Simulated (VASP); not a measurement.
KI: single point with PBE

Crystal: KI.

```
K I
1.0
     0.00000    4.04120    4.04120
     4.04120    0.00000    4.04120
     4.04120    4.04120    0.00000
K I
1 1
Direct
  0.00787 0.93326 0.05776
  0.23629 0.25127 0.26404
```

```
Program             : VASP 6.6.1
Task                : single point
Functional          : PBE
Potentials or basis : VASP PAW PBE potentials, release 64 (K_sv, I)
Cutoff              : 520 eV
k mesh              : 4 × 4 × 4
Occupations         : fermi-dirac, width 0.086 eV
Spin                : no spin polarisation
```

The pressure is 0.1 GPa. The largest force is 0.490 eV/Å. The band gap on the k mesh is 3.78 eV.

Forces in eV/Å, atoms in the order of the input:
```
K    0.251 -0.318  0.276
I   -0.251  0.318 -0.276
```

Stress tensor (GPa, compression positive):
```
 0.15 -0.53  0.66
-0.53  0.00 -0.43
 0.66 -0.43  0.08
```

Levels at points of the mesh, in eV from the valence-band top:
```tsv
k point	band 4	band 5	band 6	band 7	band 8	band 9	band 10	band 11	band 12	band 13
(0.00, 0.00, 0.00)	-12.14	-10.04	-0.11	-0.04	0.00	3.78	7.40	7.46	7.71	7.91
(0.50, 0.00, 0.00)	-12.14	-9.97	-0.47	-0.10	-0.06	5.46	6.36	6.85	7.18	8.34
(0.00, 0.50, 0.00)	-12.15	-9.93	-0.52	-0.02	0.00	5.43	6.07	6.88	7.00	7.95
(0.00, 0.00, 0.50)	-12.14	-9.98	-0.45	-0.11	-0.08	5.47	6.42	6.90	7.17	8.44
(0.50, 0.50, 0.50)	-12.15	-9.96	-0.49	-0.08	-0.04	5.46	6.31	6.85	7.16	8.28
(0.50, 0.50, 0.00)	-12.15	-9.93	-0.50	-0.14	-0.08	5.20	6.15	7.44	8.13	8.16
(0.00, 0.50, 0.50)	-12.15	-9.93	-0.50	-0.13	-0.09	5.20	6.13	7.43	8.08	8.17
(0.50, 0.00, 0.50)	-12.15	-9.94	-0.49	-0.15	-0.07	5.20	6.16	7.45	8.14	8.17
```

Wall time 93 s on 1 thread of Intel Xeon 8259CL, with other jobs on the host, peak memory 0.34 GiB.

Caveat: the atoms stand as in a frame of molecular dynamics; spin-orbit coupling is left out, which moves the levels of the heavy elements.
